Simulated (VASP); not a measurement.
Crystal: Ni.

```
Ni
1.0
    -1.38372    1.38372    1.38372
     1.38372   -1.38372    1.38372
     1.38372    1.38372   -1.38372
Ni
1
Direct
  0.00000 0.00000 0.00000
```

```yaml
Program: VASP 6.6.1
Task: relaxation of cell and atoms
Functional: PBEsol
Dispersion: D4
Potentials_or_basis: VASP PAW PBE potentials, release 64 (Ni)
Cutoff: 600 eV
k_mesh: 13 × 13 × 13
Occupations: fermi-dirac, width 0.05 eV
Spin: collinear spin, ferromagnetic start
Starting_moments: "[1.0] μB"
```

At the start: pressure -6.2 GPa; volume 10.60 Å³/atom.

Question: How do energy, volume and symmetry change on relaxing?

Answer: Over 3 steps the energy falls by 6.1 meV/atom and the volume is 10.29 Å³/atom (-2.9 %); space group Im-3m (No. 229, to 0.05 Å); moment 0.56 μB per cell.

The path:
| step | energy change (eV) | largest force (eV/Å) | pressure (GPa) | volume (Å³) |
| --- | --- | --- | --- | --- |
| 1 | 0.0000 | 0.0000 | -6.24 | 10.60 |
| 2 | 0.0011 | 0.0000 | 7.61 | 9.98 |
| 3 | -0.0061 | 0.0000 | 0.02 | 10.29 |

Final structure:
```
Ni
1.0
    -1.37034    1.37034    1.37034
     1.37034   -1.37034    1.37034
     1.37034    1.37034   -1.37034
Ni
1
Cartesian
  0.0000 0.0000 0.0000
```

Caveat: the PAW data sets were made with another functional, which shifts forces and pressure a little; pairwise dispersion overbinds metals, which lowers pressure and volume.
